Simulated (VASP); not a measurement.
# O2 in VASP: notebook

The runs below take O2 through single point, with PBEsol.

Everything below comes from runs of VASP 6.6.1. Logs are shortened: lines on timing, memory, paths and dates and some standing lists are left out, and cuts for length are marked.

### 1 The cell of the first run

The cell holds a molecule in a box, 2 atoms: a = 9.000 Å, b = 9.500 Å, c = 10.000 Å, α = 90.00°, β = 90.00°, γ = 90.00°.

### 2 Single point, PBEsol, collinear spin, ferromagnetic start

Input file INCAR:

```
PREC = Accurate
ENCUT = 520
EDIFF = 1E-6
ISMEAR = -1
SIGMA = 0.02
LREAL = F
LASPH = T
NELM = 150
ALGO = Normal
ISIF = 2
LWAVE = F
LCHARG = F
ISPIN = 2
MAGMOM = 1 1
LORBIT = 11
GGA = PS
NBANDS = 17
```

Input file KPOINTS:

```
Automatic mesh
0
Gamma
  1 1 1
```

Input file POSCAR:

```
O
1.0
    9.0000000000      0.0000000000      0.0000000000
    0.0000000000      9.5000000000      0.0000000000
    0.0000000000      0.0000000000     10.0000000000
O
2
Direct
    0.5000000000      0.5000000000      0.4395173055
    0.5000000000      0.5000000000      0.5604826945
```

Potentials or basis: VASP PAW PBE potentials, release 64 (O).

Launch:

```bash
cat potpaw_PBE.64/O/POTCAR > POTCAR
mpirun -np 1 vasp_gam > vasp.out
```

OUTCAR:

```text
PREC = Accurate
   ENCUT = 520
   EDIFF = 1E-6
   ISMEAR = -1
   LREAL = F
   LASPH = T
   NELM = 150
   ISIF = 2
   ISPIN = 2
   LORBIT = 11
   GGA = PS

 ion  position               nearest neighbor table
   1  0.500  0.500  0.440-   2 1.21
   2  0.500  0.500  0.560-   1 1.21

  LATTYP: Found a simple orthorhombic cell.
 ALAT       =     9.0000000000
 B/A-ratio  =     1.0555555556
 C/A-ratio  =     1.1111111111

  Lattice vectors:

 A1 = (   9.0000000000,   0.0000000000,   0.0000000000)
 A2 = (   0.0000000000,   9.5000000000,   0.0000000000)
 A3 = (   0.0000000000,   0.0000000000,  10.0000000000)

Analysis of symmetry for initial positions (statically):
=====================================================================
 Subroutine PRICEL returns:
 Original cell was already a primitive cell.

 Routine SETGRP: Setting up the symmetry group for a
 simple orthorhombic supercell.

 Subroutine GETGRP returns: Found  8 space group operations
 (whereof  8 operations were pure point group operations)
 out of a pool of  8 trial point group operations.

The static configuration has the point symmetry D_2h.

Analysis of symmetry for dynamics (positions and initial velocities):
=====================================================================
 Subroutine PRICEL returns:
 Original cell was already a primitive cell.

 Routine SETGRP: Setting up the symmetry group for a
 simple orthorhombic supercell.

 Subroutine GETGRP returns: Found  8 space group operations
 (whereof  8 operations were pure point group operations)
 out of a pool of  8 trial point group operations.

The dynamic configuration has the point symmetry D_2h.

Analysis of structural, dynamic, and magnetic symmetry:
=====================================================================
 Subroutine PRICEL returns:
 Original cell was already a primitive cell.

 Routine SETGRP: Setting up the symmetry group for a
 simple orthorhombic supercell.

 Subroutine GETGRP returns: Found  8 space group operations
 (whereof  8 operations were pure point group operations)
 out of a pool of  8 trial point group operations.

The overall configuration has the point symmetry D_2h.

 Subroutine INISYM returns: Found  8 space group operations
 (whereof  8 operations are pure point group operations),
 and found     1 'primitive' translations

----------------------------------------------------------------------------------------

                                     Primitive cell

  volume of cell :     855.0000

  direct lattice vectors                    reciprocal lattice vectors
     9.000000000  0.000000000  0.000000000     0.111111111  0.000000000  0.000000000
     0.000000000  9.500000000  0.000000000     0.000000000  0.105263158  0.000000000
     0.000000000  0.000000000 10.000000000     0.000000000  0.000000000  0.100000000

  length of vectors
     9.000000000  9.500000000 10.000000000     0.111111111  0.105263158  0.100000000

  position of ions in fractional coordinates (direct lattice)
     0.500000000  0.500000000  0.439517305
     0.500000000  0.500000000  0.560482695

  ion indices of the primitive-cell ions
   primitive index   ion index
                 1           1
                 2           2

----------------------------------------------------------------------------------------

 KPOINTS: Automatic mesh

Automatic generation of k-mesh.
 Grid dimensions read from file:
 generate k-points for:    1    1    1

 Generating k-lattice:

  Cartesian coordinates                     Fractional coordinates (reciprocal lattice)
     0.111111111  0.000000000  0.000000000     1.000000000  0.000000000  0.000000000
     0.000000000  0.105263158  0.000000000     0.000000000  1.000000000  0.000000000
     0.000000000  0.000000000  0.100000000     0.000000000  0.000000000  1.000000000

  Length of vectors
     0.111111111  0.105263158  0.100000000

  Shift w.r.t. Gamma in fractional coordinates (k-lattice)
     0.000000000  0.000000000  0.000000000

 Subroutine IBZKPT returns following result:
 ===========================================

 Found      1 irreducible k-points:

 Following reciprocal coordinates:
            Coordinates               Weight
  0.000000  0.000000  0.000000      1.000000
   k-points           NKPTS =      1   k-points in BZ     NKDIM =      1   number of bands    NBANDS=     17
   number of dos      NEDOS =    301   number of ions     NIONS =      2
   total plane-waves  NPLWV = 403200
   dimension x,y,z NGX =    70 NGY =   72 NGZ =   80
   dimension x,y,z NGXF=   140 NGYF=  144 NGZF=  160
   ions per type =               2
   NGX,Y,Z   is equivalent  to a cutoff of  12.93, 12.60, 13.30 a.u.
   NGXF,Y,Z  is equivalent  to a cutoff of  25.86, 25.20, 26.60 a.u.
 SYSTEM =  unknown system
   PREC   = accura    normal or accurate (medium, high low for compatibility)
   ISTART =      0    job   : 0-new  1-cont  2-samecut
   ICHARG =      2    charge: 1-file 2-atom 10-const
   ISPIN  =      2    spin polarized calculation?
   LNONCOLLINEAR =      F non collinear calculations
   LSORBIT =      F    spin-orbit coupling
   LASPH  =      T    aspherical Exc in radial PAW
   ENCUT  =  520.0 eV  38.22 Ry    6.18 a.u.  16.73 17.66 18.59*2*pi/ulx,y,z
   NELM   =    150;   NELMIN=  2; NELMDL= -5     # of ELM steps
   EDIFF  = 0.1E-05   stopping-criterion for ELM
   LREAL  =      F    real-space projection
   EDIFFG = 0.1E-04   stopping-criterion for IOM
   NSW    =      0    number of steps for IOM
   IBRION =     -1    ionic relax: 0-MD 1-quasi-New 2-CG
   NFREE  =      0    steps in history (QN), initial steepest desc. (CG)
   ISIF   =      2    stress and relaxation
   ISYM   =      2    0-nonsym 1-usesym 2-fastsym
   POTIM  = 0.5000    time-step for ionic-motion
   TEBEG  =    0.0;   TEEND  =   0.0 temperature during run
   PSTRESS=    0.0 pullay stress
   NELECT =      12.0000    total number of electrons
   NUPDOWN=      -1.0000    fix difference up-down
   EMIN   =  10.00;   EMAX   =-10.00  energy-range for DOS
   EFERMI =   0.00;   METHOD = LEGACY
   ISMEAR =    -1;   SIGMA  =   0.02  broadening in eV -4-tet -1-fermi 0-gaus
   EFERMI_NEDOS =   21; number of points for ismear=-14 and -15
   IALGO  =     38    algorithm
   IMIX   =      4    mixing-type and parameters
     AMIX     =   0.40;   BMIX     =  1.00
     AMIX_MAG =   1.60;   BMIX_MAG =  1.00
  volume/ion in A,a.u.               =     427.50      2884.91
  Fermi-wavevector in a.u.,A,eV,Ry     =   0.394893  0.746240  2.121703  0.155941
  Thomas-Fermi vector in A             =   1.339966
   LORBIT       =     11    0 simple, 1 ext, 2 COOP (PROOUT), +10 PAW based schemes
   GGA     = PS    functional components
   LHFCALC =     F    Hartree Fock is set to
   AEXX    =    0.0000 exact exchange contribution
   IVDW    =     0    specifies the selected vdW correction
   LEPSILON=     F    determine dielectric tensor
   LRPA    =     F    only Hartree local field effects (RPA)
 spin polarized calculation
  energy-cutoff  :      520.00
  volume of cell :      855.00
 maximum number of plane-waves:     11510
 NGX is ok and might be reduce to    70
   NGX = 33   NGY = 35   NGZ = 37

 number of electron      12.0000002 magnetization       2.0000001

 Free energy of the ion-electron system (eV)
  ---------------------------------------------------
  ext. energy  EPLUGINS =         0.00000000
  ---------------------------------------------------
  free energy    TOTEN  =       -10.26562871 eV

  energy without entropy =      -10.26562871  energy(sigma->0) =      -10.26562871

 E-fermi :  -6.1269     XC(G=0):  -0.6178

 val. band max:       -6.6211250502   @ k =   0.0000   0.0000   0.0000
 cond. band min:      -4.3576953815   @ k =   0.0000   0.0000   0.0000
 fundamental gap:      2.2634296687
 Fermi energy:        -6.1268657393

 spin component 1

 k-point     1 :       0.0000    0.0000    0.0000
  band No.  band energies     occupation
      1     -32.8713      1.00000
      2     -20.2052      1.00000
      3     -13.3796      1.00000
      4     -13.3796      1.00000
      5     -13.3627      1.00000
      6      -6.6212      1.00000
[... 9 lines left out ...]
     16       2.8073      0.00000
     17       2.8985      0.00000
 Fermi energy:        -6.1268657393

 spin component 2

 k-point     1 :       0.0000    0.0000    0.0000
  band No.  band energies     occupation
      1     -31.6235      1.00000
      2     -18.4249      1.00000
      3     -12.3318      1.00000
      4     -11.5427      1.00000
      5     -11.5427      1.00000
      6      -4.3577      0.00000
[... 9 lines left out ...]
     16       2.9745      0.00000
     17       2.9842      0.00000

------------------------ aborting loop because EDIFF is reached ----------------------------------------

  FORCE on cell =-STRESS in cart. coord.  units (eV):
  Direction    XX          YY          ZZ          XY          YZ          ZX
  --------------------------------------------------------------------------------------
  -------------------------------------------------------------------------------------
  Total       -0.0729004     -0.0726853      1.6273055      0.0000000      0.0000000      0.0000000
  in kB       -0.1366074     -0.1362043      3.0493942      0.0000000      0.0000000      0.0000000
  external PRESSURE =       0.9255275 kB  Pullay stress =       0.0000000 kB

 VOLUME and BASIS-vectors are now :
 -----------------------------------------------------------------------------
  energy-cutoff  :      520.00
  volume of cell :      855.00
      direct lattice vectors                 reciprocal lattice vectors
     9.000000000  0.000000000  0.000000000     0.111111111  0.000000000  0.000000000
     0.000000000  9.500000000  0.000000000     0.000000000  0.105263158  0.000000000
     0.000000000  0.000000000 10.000000000     0.000000000  0.000000000  0.100000000

 POSITION                                       TOTAL-FORCE (eV/Angst)
 -----------------------------------------------------------------------------------
      4.50000      4.75000      4.39517         0.000000      0.000000     -1.411939
      4.50000      4.75000      5.60483         0.000000      0.000000      1.411939
 -----------------------------------------------------------------------------------
    total drift:                                0.000000      0.000000      0.000000

  FREE ENERGIE OF THE ION-ELECTRON SYSTEM (eV)
  ---------------------------------------------------
  free  energy   TOTEN  =       -10.2656287118 eV

  energy  without entropy=      -10.2656287117  energy(sigma->0) =      -10.26562871

 total charge

# of ion       s       p       d       tot
------------------------------------------
    1        1.609   3.308   0.000   4.917
    2        1.609   3.308   0.000   4.917
--------------------------------------------------
tot          3.218   6.616   0.000   9.834

 magnetization (x)

# of ion       s       p       d       tot
------------------------------------------
    1        0.009   0.797   0.000   0.806
    2        0.009   0.797   0.000   0.806
--------------------------------------------------
tot          0.018   1.594   0.000   1.612
```

Run time: 1.8 min. Hardware: 1 thread of Intel Xeon Platinum 8259CL at 2.50GHz (Skylake/Cascade Lake), shared host; peak memory 1 GiB.

What came out:

```yaml
Free_energy: -10.2656 eV
Largest_force: 1.412 eV/Å
Gap_between_the_frontier_levels: 2.26 eV
Net_moment: 2.00 μB per cell
Site_moments: O +0.81 μB
Valence_electrons_inside_the_program's_atomic_spheres: O 4.92
```

Forces on the atoms (eV/Å):
```
O    0.000  0.000 -1.412
O    0.000  0.000  1.412
```

Levels at points of the mesh, in eV from the valence-band top:
Spin up:
```tsv
k point	band 3	band 4	band 5	band 6	band 7	band 8	band 9	band 10	band 11	band 12
(0.00, 0.00, 0.00)	-6.76	-6.76	-6.74	0.00	0.00	6.36	7.58	7.91	7.91	8.07
```
Spin down:
| k point | band 1 | band 2 | band 3 | band 4 | band 5 | band 6 | band 7 | band 8 | band 9 | band 10 |
| --- | --- | --- | --- | --- | --- | --- | --- | --- | --- | --- |
| (0.00, 0.00, 0.00) | -25.00 | -11.80 | -5.71 | -4.92 | -4.92 | 2.26 | 2.26 | 6.46 | 7.80 | 7.97 |

Caveat: the standard files for N, O and F lose accuracy on very short bonds; the PAW data sets were made with another functional, which shifts forces and pressure a little.

### 3 Single point, PBEsol, collinear spin, ferromagnetic start

Input file INCAR:

```
PREC = Accurate
ENCUT = 910
EDIFF = 1E-6
ISMEAR = -1
SIGMA = 0.02
LREAL = F
LASPH = T
NELM = 200
ALGO = Normal
ISIF = 2
LWAVE = F
LCHARG = F
ISPIN = 2
MAGMOM = 1 1
LORBIT = 11
GGA = PS
NBANDS = 17
GGA_COMPAT = F
NELMDL = -8
```

KPOINTS is that of step 2.

POSCAR is that of step 2.

Potentials or basis: VASP PAW PBE potentials, release 64 (O_h).

Launch:

```bash
cat potpaw_PBE.64/O_h/POTCAR > POTCAR
mpirun -np 1 vasp_gam > vasp.out
```

It took 2.5 min on 1 thread of Intel Xeon 6975P-C (Granite Rapids), shared host; peak memory 1.8 GiB.

The run converged. Its results:

* Free energy: -10.4504 eV
* Largest force: 0.234 eV/Å
* Gap between the frontier levels: 2.27 eV
* Net moment: 2.00 μB per cell
* Site moments: O +0.62 μB
* Valence electrons inside the program's atomic spheres: O 3.30

Forces in eV/Å, atoms in the order of the input:
```
O    0.000  0.000 -0.234
O    0.000  0.000  0.234
```

Levels at points of the mesh, in eV from the valence-band top:
Spin up:
| k point | band 5 | band 6 | band 7 | band 8 | band 9 | band 10 |
| --- | --- | --- | --- | --- | --- | --- |
| (0.00, 0.00, 0.00) | -6.76 | 0.00 | 0.00 | 6.33 | 7.56 | 7.88 |
Spin down:
| k point | band 1 | band 2 | band 3 | band 4 | band 5 | band 6 | band 7 | band 8 | band 9 | band 10 |
| --- | --- | --- | --- | --- | --- | --- | --- | --- | --- | --- |
| (0.00, 0.00, 0.00) | -24.89 | -11.87 | -5.78 | -4.92 | -4.92 | 2.27 | 2.27 | 6.44 | 7.78 | 7.95 |

Caveat: the cutoff is under 1.25 times the usual one of these potentials, so pressure, stress and relaxed cells hold a basis-set (Pulay) error; the PAW data sets were made with another functional, which shifts forces and pressure a little.
